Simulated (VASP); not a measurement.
A run of VASP 6.6.1 is set up as follows.

The input INCAR:

```
PREC     = Accurate       # precision mode
ENCUT    = 520            # plane-wave cutoff, eV
EDIFF    = 1E-6           # SCF threshold, eV
ISMEAR   = -1             # smearing method
SIGMA    = 0.1            # smearing width, eV
LREAL    = F              # projectors in reciprocal space
LASPH    = T              # aspherical terms in the spheres
NELM     = 80             # most SCF steps
ALGO     = Normal         # electronic algorithm
ISIF     = 2              # what is computed and relaxed
LWAVE    = F              # write WAVECAR
LCHARG   = F              # write CHGCAR
GGA      = B5             # functional
ALDAX    = 1.0          
AGGAX    = 1.0          
AGGAC    = 1.0          
ALDAC    = 0.0          
NBANDS   = 33             # bands
```

The input KPOINTS:

```
regular mesh
0
Gamma
  5 5 7
```

POSCAR

```
TaN
1.0
    5.1960000000      0.0000000000      0.0000000000
   -2.5980000000      4.4998679981      0.0000000000
    0.0000000000      0.0000000000      2.9110000000
Ta N
3 3
Direct
    0.3333330000      0.6666670000      0.5000000000
    0.6666670000      0.3333330000      0.5000000000
    0.0000000000      0.0000000000      0.0000000000
    0.3928500000      0.0000000000      0.0000000000
    0.6071500000      0.6071500000      0.0000000000
    0.0000000000      0.3928500000      0.0000000000
```

Potentials or basis: VASP PAW PBE potentials, release 64 (Ta_pv, N).

The run is started by

```bash
$ cat potpaw_PBE.64/Ta_pv/POTCAR potpaw_PBE.64/N/POTCAR > POTCAR
$ mpirun -np 1 vasp_std > vasp.out
```

Problem. Predict the largest force.

Solution. 0.018 eV/Å.

Problem. Predict the band gap on the k mesh.

Solution. Zero (band 24 reaches 10.40 eV, above the bottom of band 25 at 7.83 eV).

Problem. Predict the pressure.

Solution. 17.3 GPa.

Forces on the atoms (eV/Å):
```
Ta   0.000  0.000  0.000
Ta   0.000  0.000  0.000
Ta   0.000  0.000  0.000
N   -0.018  0.000  0.000
N    0.009  0.015  0.000
N    0.009 -0.015  0.000
```

Caveat: the PAW data sets were made with another functional, which shifts forces and pressure a little; spin-orbit coupling is left out, which moves the levels of the heavy elements.
